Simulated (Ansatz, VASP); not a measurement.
SrO: VASP and Ansatz over several settings

```
Sr O
1.0
     0.00000    2.56630    2.56630
     2.56630    0.00000    2.56630
     2.56630    2.56630    0.00000
Sr O
1 1
Direct
  0.50000 0.50000 0.50000
  0.00000 0.00000 0.00000
```

Single points on this cell with VASP 6.6.1 and Ansatz 0.2.0. Each row is one pair of runs. Alike in all rows: spin: off; VASP's potentials, cutoff: VASP PAW PBE potentials, release 64 (Sr_sv, O), 520 eV.

```csv
level,k mesh,smearing,"Ansatz's potentials, cutoff","gap on the k mesh at the Fermi level (eV), VASP","gap on the k mesh at the Fermi level (eV), Ansatz","least direct gap on the mesh (eV), VASP","least direct gap on the mesh (eV), Ansatz","pressure (GPa), VASP","pressure (GPa), Ansatz"
PBE,9 × 9 × 9,"gaussian, width 0.025 eV","Ansatz PAW, 420 eV",3.32,3.37,3.41,3.45,3.9,3.3
PBE,9 × 9 × 9,"gaussian, width 0.026 eV","Ansatz PAW, 420 eV",3.32,3.37,3.41,3.45,3.9,3.3
PBE,9 × 9 × 9,"gaussian, width 0.027 eV","Ansatz PAW, 420 eV",3.32,3.37,3.41,3.45,3.9,3.3
r2SCAN,9 × 9 × 9,"fermi-dirac, width 0.05 eV","Ansatz PAW, 500 eV",3.80,3.85,3.89,3.93,2.1,1.5
PBE-based global hybrid,5 × 5 × 5,"fermi-dirac, width 0.05 eV","Ansatz PAW, 420 eV",4.33,4.37,4.45,4.48,3.0,2.4
PBE,9 × 9 × 9,"gaussian, width 0.013 eV","Ansatz PAW, 420 eV",3.32,3.37,3.41,3.45,3.9,3.3
PBE,9 × 9 × 9,"gaussian, width 0.015 eV","Ansatz PAW, 420 eV",3.32,3.37,3.41,3.45,3.9,3.3
PBE,9 × 9 × 9,"gaussian, width 0.016 eV","Ansatz PAW, 420 eV",3.32,3.37,3.41,3.45,3.9,3.3
```

Gap on the k mesh at the fermi level (eV): the two programs differ by at most 0.053; least direct gap on the mesh (eV): the two programs differ by at most 0.041; pressure (GPa): the two programs differ by at most 0.6.

The k mesh is coarse in some rows, so the values compare programs but aren't converged. Noted on Ansatz's runs: odd divisions of the mesh miss points on the zone boundary, where band edges often lie, so the gap on the mesh can be too wide.
